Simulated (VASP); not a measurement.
## MoS2: single point with PBE

Crystal: MoS2.

```
CELL_PARAMETERS angstrom
1.57730 0.91066 6.02398
-1.57730 0.91066 6.02398
0.00000 -1.82131 6.02398
ATOMIC_POSITIONS crystal
Mo 0.99975 0.99975 0.99975
S 0.41962 0.41962 0.41962
S 0.24663 0.24663 0.24663
```

```yaml
Program: VASP 6.6.1
Task: single point
Functional: PBE
Potentials_or_basis: VASP PAW PBE potentials, release 64 (Mo_sv, S)
Cutoff: 520 eV
k_mesh: 12 × 12 × 12
Occupations: gaussian, width 0.02 eV
Spin: no spin polarisation
```

| Item | Value |
| --- | --- |
| Pressure | 3.9 GPa |
| Largest force | 0.010 eV/Å |
| Band gap on the k mesh | 0.83 eV (least direct gap 1.77 eV) |

Forces on the atoms (eV/Å):
```
Mo   0.000  0.000  0.000
S    0.000  0.000 -0.010
S    0.000  0.000  0.009
```

Levels at points of the mesh, in eV from the valence-band top:
| k point | band 11 | band 12 | band 13 | band 14 | band 15 | band 16 |
| --- | --- | --- | --- | --- | --- | --- |
| (0.00, 0.00, 0.00) | -2.27 | -1.32 | -1.11 | 1.98 | 1.98 | 2.39 |
| (0.50, 0.00, 0.00) | -2.40 | -1.59 | -1.54 | 1.61 | 1.98 | 3.31 |
| (0.50, 0.50, 0.00) | -3.07 | -1.85 | -1.35 | 1.55 | 2.13 | 2.95 |
| (0.50, 0.50, 0.50) | -2.22 | -2.22 | 0.00 | 2.10 | 2.10 | 2.21 |

Run time: 5.2 min on 1 thread of AMD EPYC 9R45 96-Core Processor (Zen 5) (shared host), peak memory 0.4 GiB.

Caveat: the cell stands under pressure. A k mesh can miss the band edges.
